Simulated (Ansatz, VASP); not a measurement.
One calculation of AlSn, two programs

File INCAR:

```
PREC = Accurate
ENCUT = 520
EDIFF = 1E-6
ISMEAR = -1
SIGMA = 0.01
LREAL = False
LASPH = True
NELM = 60
ALGO = Fast
ISIF = 2
LWAVE = False
LCHARG = False
GGA = PE
NBANDS = 16
```

KPOINTS

```
regular mesh
0
Gamma
  6 6 4
```

The input POSCAR:

```
AlSn
1.0
    4.1981056157      0.0000000000      0.0000000000
   -2.0990528078      3.6356661109      0.0000000000
    0.0000000000      0.0000000000      3.3068470000
Al Sn
1 1
Direct
    0.0000000000      0.0000000000      0.0000000000
    0.3333333333      0.6666666667      0.5000000000
```

Input for Ansatz:

```yaml
crystal:
  lattice:
    - [4.1981056157, 0.0, 0.0]
    - [-2.0990528078, 3.6356661109, 0.0]
    - [0.0, 0.0, 3.306847]
  atoms:
    - { symbol: Al, position: [0.0, 0.0, 0.0] }
    - { symbol: Sn, position: [0.3333333333, 0.6666666667, 0.5] }
basis:
  ecutwfc: 420
kpoints:
  mp_grid: { grid: [6, 6, 4] }
hamiltonian:
  xc: pbe
scf:
  occupations: { method: fermi_dirac, width: 0.01 }
output:
  forces: true
  stress: true
  eigenvalues: true
```

Alike in both runs: task single point; functional PBE; k mesh 6 × 6 × 4; occupations fermi-dirac, width 0.01 eV; no spin polarisation.

|  | VASP | Ansatz |
| --- | --- | --- |
| version | VASP 6.6.1 | Ansatz 0.2.0 |
| potentials or method | VASP PAW PBE potentials, release 64 (Al, Sn_d), cutoff 520 eV | scalar-relativistic, plane waves, PAW |
| valence electrons in the cell | 17 | 17 |

VASP gave:

```
gap on the k mesh at the Fermi level (eV)                     : none
pressure (GPa)                                                : 1.1
traceless stress, the component that is largest in VASP (GPa) : 7.06
```

Question: What did Ansatz give for the same quantities?

Answer: gap on the k mesh at the Fermi level (eV): none; pressure (GPa): 1.1; traceless stress, the component that is largest in VASP (GPa): 7.07.

A gap of «none» marks a metal or a gap that the smearing closes.

The k mesh is coarse, so the values compare programs but aren't converged.
